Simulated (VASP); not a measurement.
Runs of VASP 6.6.1 on Ti. The structure is that of space group Fm-3m (No. 225), or close to it. The cells are those of the table. 

| cell | gap on the mesh (eV) | pressure (GPa) |
| --- | --- | --- |
| a = 2.909 Å, angles 60.0°, 1 atom | none | (b) |
| a = 2.832 Å, angles 60.0°, 1 atom | none | 4.5 |
| a = 2.792 Å, angles 60.0°, 1 atom | none | 10.3 |
| a = 2.945 Å, angles 60.0°, 1 atom | none | (a) |
| a = 2.871 Å, angles 60.0°, 1 atom | none | -0.4 |

Alike in all rows: task single point; level PBEsol; potentials or basis VASP PAW PBE potentials, release 64 (Ti_sv); no spin polarisation; k mesh 12 × 12 × 12; cutoff (eV) 520; smearing fermi-dirac 0.1 eV.

Q: Fill in the values left out.

A: (a) -7.9; (b) -4.5.

Caveats: the PAW data sets were made with another functional, which shifts forces and pressure a little.

A gap of «none» marks levels without a gap at the run's occupations.
